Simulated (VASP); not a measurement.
# CaO: relaxation of cell and atoms with PBEsol+D4

The system is CaO.

```
CELL_PARAMETERS angstrom
0.00000 2.40356 2.40356
2.40356 0.00000 2.40356
2.40356 2.40356 0.00000
ATOMIC_POSITIONS crystal
Ca 0.00000 0.00000 0.00000
O 0.50000 0.50000 0.50000
```

```json
{
 "Program": "VASP 6.6.1",
 "Task": "relaxation of cell and atoms",
 "Functional": "PBEsol",
 "Dispersion": "D4",
 "Potentials or basis": "VASP PAW PBE potentials, release 64 (Ca_sv, O)",
 "Cutoff": "600 eV",
 "k mesh": "10 × 10 × 10",
 "Occupations": "fermi-dirac, width 0.05 eV",
 "Spin": "no spin polarisation",
 "Dipole correction": "no",
 "Further INCAR settings": "ALGO = Normal; EDIFF = 1e-06; IBRION = 2; EDIFFG = -0.02; NSW = 80; ISIF = 3"
}
```

The relaxed volume is 13.46 Å³/atom. The relaxed cell is a = 3.364 Å, b = 3.364 Å, c = 3.364 Å, α = 60.00°, β = 60.00°, γ = 60.00°. The space group after relaxing (to 0.05 Å) is Fm-3m (No. 225), the energy gained by relaxing is 4.7 meV/atom and the ionic steps are 3. The pressure after relaxing is 0.0 GPa. The band gap on the k mesh is 3.52 eV, indirect (least direct gap 3.89 eV) and the dispersion energy per atom is -0.098 eV.

The path:
```csv
step,energy change (eV),largest force (eV/Å),pressure (GPa),volume (Å³)
1,0.0000,0.0000,-3.41,27.77
2,-0.0079,0.0000,1.46,26.60
3,-0.0093,0.0000,0.01,26.92
```

Final structure:
```cif
data_structure
_symmetry_space_group_name_H-M 'P 1'
_symmetry_Int_Tables_number 1
_cell_length_a 3.3641
_cell_length_b 3.3641
_cell_length_c 3.3641
_cell_angle_alpha 60.000
_cell_angle_beta 60.000
_cell_angle_gamma 60.000
_cell_volume 26.92
loop_
_atom_site_label
_atom_site_type_symbol
_atom_site_fract_x
_atom_site_fract_y
_atom_site_fract_z
_atom_site_occupancy
Ca1 Ca 0.00000 0.00000 0.00000 1
O1 O 0.50000 0.50000 0.50000 1
```

Levels at points of the mesh, in eV from the valence-band top:
```
           k point  band 6  band 7  band 8  band 9  band 10  band 11
(0.00, 0.00, 0.00)    0.00    0.00    0.00    4.81     6.27     6.27
(0.50, 0.00, 0.00)   -2.77   -1.28   -1.28    7.16     8.54     8.54
(0.50, 0.50, 0.00)   -1.30   -0.37   -0.37    3.52     8.27     9.10
```

Wall time 41 s on 1 thread of AMD EPYC 7R13 Processor (Zen 3) (shared host), peak memory 0.15 GiB.

Caveat: the PAW data sets were made with another functional, which shifts forces and pressure a little. A k mesh can miss the band edges.
